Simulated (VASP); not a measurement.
**Si2Mo: single point with r2SCAN**

Crystal: Si2Mo.

```
Si Mo
1.0
    -1.60635    1.60635    3.91942
     1.60635   -1.60635    3.91942
     1.60635    1.60635   -3.91942
Si Mo
2 1
Direct
  0.33545 0.33545 0.00000
  0.66455 0.66455 0.00000
  0.00000 0.00000 0.00000
```

```
Program                : VASP 6.6.1
Task                   : single point
Functional             : r2SCAN
Potentials or basis    : VASP PAW PBE potentials, release 64 (Si, Mo_sv)
Cutoff                 : 520 eV
k mesh                 : 18 × 18 × 18
Occupations            : gaussian, width 0.1 eV
Spin                   : no spin polarisation
Dipole correction      : no
Further INCAR settings : ALGO = Normal; EDIFF = 1e-06; NBANDS = 18
```

| Quantity | Value |
| --- | --- |
| Pressure | -1.6 GPa |
| Largest force | 0.009 eV/Å |
| Band gap on the k mesh | zero (bands 11 and 12 overlap by 1.01 eV) |

Forces in eV/Å, atoms in the order of the input:
```
Si   0.000  0.000 -0.009
Si   0.000  0.000  0.009
Mo   0.000  0.000  0.000
```

Levels at points of the mesh, in eV from the Fermi level:
```csv
k point,band 9,band 10,band 11,band 12,band 13,band 14
"(0.00, 0.00, 0.00)",-2.78,-2.78,0.34,3.41,3.46,3.62
"(0.50, 0.00, 0.00)",-2.77,-2.63,-0.55,2.49,3.25,4.39
"(0.50, 0.50, 0.00)",-4.67,-3.21,-1.40,2.56,2.98,3.41
"(0.50, 0.50, 0.50)",-0.60,-0.60,-0.57,-0.57,0.48,5.14
```

Wall time 17 min on 1 thread of Intel(R) Xeon(R) Platinum 8488C (Sapphire Rapids) (shared host), peak memory 0.48 GiB.

Caveat: the PAW data sets were made with another functional, which shifts forces and pressure a little.
